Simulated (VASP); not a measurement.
Set up this calculation in VASP 6.6.1, as the native input.

| Quantity | Value |
| --- | --- |
| Task | single point |
| Functional | PBE |
| Potentials or basis | VASP PAW PBE potentials, release 64 (Au, C) |
| Cutoff | 520 eV |
| k mesh | 9 × 9 × 1 |
| Occupations | gaussian, width 0.1 eV |
| Spin | no spin polarisation |
| Dipole correction | yes |
| Further INCAR settings | ALGO = Normal; EDIFF = 1e-06; NBANDS = 26 |

The structure of Au3C lies in POSCAR:

```
Au3C
1.0
    2.9402049748      0.0000000000      0.0000000000
   -1.4701024874      2.5462922005      0.0000000000
    0.0000000000      0.0000000000     21.8974947720
Au C
3 1
Direct
    0.6666666667      0.3333333333      0.1826692981
    0.3333333333      0.6666666667      0.2945190844
    0.0000000000      0.0000000000      0.4063247812
    0.2222222222     -0.2222222222      0.5099896079
```

One way to write it, as run:

INCAR

```
SYSTEM = Au3C
  PREC = Accurate
  ENCUT = 520
  EDIFF = 1E-6
  ISMEAR = 0
  SIGMA = 0.1
  LREAL = .False.
  LASPH = .True.
  NELM = 100
  ALGO = Normal
  ISIF = 2
  LWAVE = .False.
  LCHARG = .False.
  LDIPOL = .True.
  IDIPOL = 3
  DIPOL = 0.5 0.5 0.348
  GGA = PE
  NBANDS = 26
```

KPOINTS

```
Automatic mesh
0
Gamma
  9 9 1
  0 0 0
```

Potentials or basis: VASP PAW PBE potentials, release 64 (Au, C).

The run is started by

```bash
$ cat potpaw_PBE.64/Au/POTCAR potpaw_PBE.64/C/POTCAR > POTCAR
$ mpirun -np 1 vasp_std > vasp.out
```

Results of the run:

```
Largest force : 1.469 eV/Å
```

It took 4.2 min on 1 thread of Oxide Virtual Turin-like Processor, with other jobs on the host, peak memory 0.3 GiB.
